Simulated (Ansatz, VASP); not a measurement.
**Li2O: VASP beside Ansatz**

The input INCAR:

```
PREC = Accurate
ENCUT = 750
EDIFF = 1E-6
ISMEAR = 0
SIGMA = 0.02
LREAL = False
LASPH = True
NELM = 120
ALGO = Normal
ISIF = 2
LWAVE = False
LCHARG = False
GGA = PE
NBANDS = 13
GGA_COMPAT = False
```

Contents of KPOINTS:

```
regular mesh
0
Gamma
  7 7 7
```

File POSCAR:

```
Li2O
1.0
    0.0000000000      2.3050000000      2.3280500000
    2.3050000000      0.0000000000      2.3280500000
    2.3050000000      2.3050000000      0.0000000000
Li O
2 1
Direct
    0.2500000000      0.2500000000      0.2500000000
    0.7500000000      0.7500000000      0.7500000000
    0.0000000000      0.0000000000      0.0000000000
```

Input for Ansatz:

```yaml
crystal:
  lattice:
    - [0.0, 2.305, 2.32805]
    - [2.305, 0.0, 2.32805]
    - [2.305, 2.305, 0.0]
  atoms:
    - { symbol: Li, position: [0.25, 0.25, 0.25] }
    - { symbol: Li, position: [0.75, 0.75, 0.75] }
    - { symbol: O, position: [0.0, 0.0, 0.0] }
basis:
  ecutwfc: 462.593566181796
kpoints:
  mp_grid:
    grid: [7, 7, 7]
hamiltonian:
  xc: pbe
  pseudopotentials:
    kind: paw
scf:
  occupations:
    method: gaussian
    width: 0.02
output:
  stress: true
```

Alike in both runs: task single point; functional PBE; k mesh 7 × 7 × 7; occupations gaussian, width 0.02 eV; no spin polarisation.

|  | VASP | Ansatz |
| --- | --- | --- |
| version | VASP 6.6.1 | Ansatz 0.2.0 |
| potentials or method | VASP PAW PBE potentials, release 64 (Li_sv, O), cutoff 750 eV | plane waves, PAW |
| valence electrons in the cell | 12 | 12 |

```csv
,VASP,Ansatz,Ansatz less VASP
pressure (GPa),-0.3,0.0,+0.32
"traceless stress, the component that is largest in VASP (GPa)",-1.23,-1.23,-0.002
```
